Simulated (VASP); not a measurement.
The system is SiO2.

```xyz
12
Lattice="4.9890 0.0000 0.0000 0.0000 4.9890 0.0000 0.0000 0.0000 6.9910" Properties=species:S:1:pos:R:3 pbc="T T T"
Si    1.4851    1.4851    0.0000
Si    1.0094    3.9796    1.7477
Si    3.5039    3.5039    3.4955
Si    3.9796    1.0094    5.2432
O     1.2024    0.4986    1.2306
O     1.9959    3.6969    2.9783
O     3.7866    4.4904    4.7261
O     2.9931    1.2921    6.4738
O     3.6969    1.9959    4.0127
O     4.4904    3.7866    2.2649
O     1.2921    2.9931    0.5172
O     0.4986    1.2024    5.7604
```

```yaml
Program: VASP 6.6.1
Task: relaxation of the atoms
Functional: PBE
Potentials_or_basis: VASP PAW PBE potentials, release 64 (Si, O)
Cutoff: 520 eV
k_mesh: 4 × 4 × 3
Occupations: fermi-dirac, width 0.02 eV
Spin: no spin polarisation
```

At the start: pressure 7.0 GPa; volume 14.50 Å³/atom.

Q: How do energy, volume and symmetry change on relaxing?

A: Over 19 steps the energy falls by 10.6 meV/atom at a fixed cell; space group P4_12_12 (No. 92, to 0.1 Å) before and after.

Step by step:
```
step  energy change (eV)  largest force (eV/Å)  pressure (GPa)
   1              0.0000                0.4482            7.00
   2             -0.0424                0.5530            5.46
   3             -0.0426                0.5904            5.35
   4             -0.0652                0.4804            4.69
   5             -0.0983                0.1777            2.71
   6             -0.0988                0.1917            2.43
   7             -0.1023                0.2018            2.41
   8             -0.1104                0.2313            2.34
   9             -0.1169                0.2893            2.19
  10             -0.1196                0.2106            2.13
  11             -0.1232                0.0795            1.98
  12             -0.1236                0.0752            1.93
  13             -0.1246                0.0626            1.79
  14             -0.1260                0.0406            1.51
  15             -0.1267                0.0438            0.94
  16             -0.1268                0.0344            1.10
  17             -0.1268                0.0537            1.06
  18             -0.1269                0.0261            1.08
  19             -0.1270                0.0191            1.08
```

Final structure:
```
Si O
1.0
     4.98900    0.00000    0.00000
     0.00000    4.98900    0.00000
     0.00000    0.00000    6.99100
Si O
4 8
Direct
  0.30291 0.30291 0.00000
  0.19709 0.80291 0.25000
  0.69709 0.69709 0.50000
  0.80291 0.19709 0.75000
  0.23784 0.11194 0.18258
  0.38806 0.73784 0.43258
  0.76216 0.88806 0.68258
  0.61194 0.26216 0.93258
  0.73784 0.38806 0.56742
  0.88806 0.76216 0.31742
  0.26216 0.61194 0.06742
  0.11194 0.23784 0.81742
```
